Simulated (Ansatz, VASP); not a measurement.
**NaI: VASP beside Ansatz**

```xyz
2
Lattice="0.0000 3.5814 3.5814 3.5814 0.0000 3.5814 3.5814 3.5814 0.0000" Properties=species:S:1:pos:R:3 pbc="T T T"
Na    0.0300    0.0000    0.0000
I     1.7907    1.7907    1.7907
```

Alike in both runs: task electric field gradients; functional PBE; k mesh 10 × 10 × 10; occupations fermi-dirac, width 0.05 eV; no spin polarisation.

```csv
,VASP,Ansatz
version,VASP 6.6.1,Ansatz 0.2.0
potentials or method,"VASP PAW PBE potentials, release 64 (Na_pv, I), cutoff 520 eV","all-electron PAW with datasets made for the crystal, scalar-relativistic"
```

|  | VASP | Ansatz | Ansatz less VASP |
| --- | --- | --- | --- |
| gap on the k mesh at the Fermi level (eV) | 3.76 | 3.76 | +0.003 |
| pressure (GPa) | 0.0 | 0.0 | -0.01 |
| traceless stress, the component that is largest in VASP (GPa) | 0.11 | 0.10 | -0.001 |
| rms of the force components (eV/Å) | 0.022 | 0.022 | 0.0000 |
| size of Vzz on the site where it differs most (V/Å²) | 1.7 | 2.0 | +0.24 |

Atom by atom the forces differ by 0.000 eV/Å (rms over components). Ansatz ran all-electron here, and VASP with PAW potentials.

Neither program's run includes spin-orbit coupling.
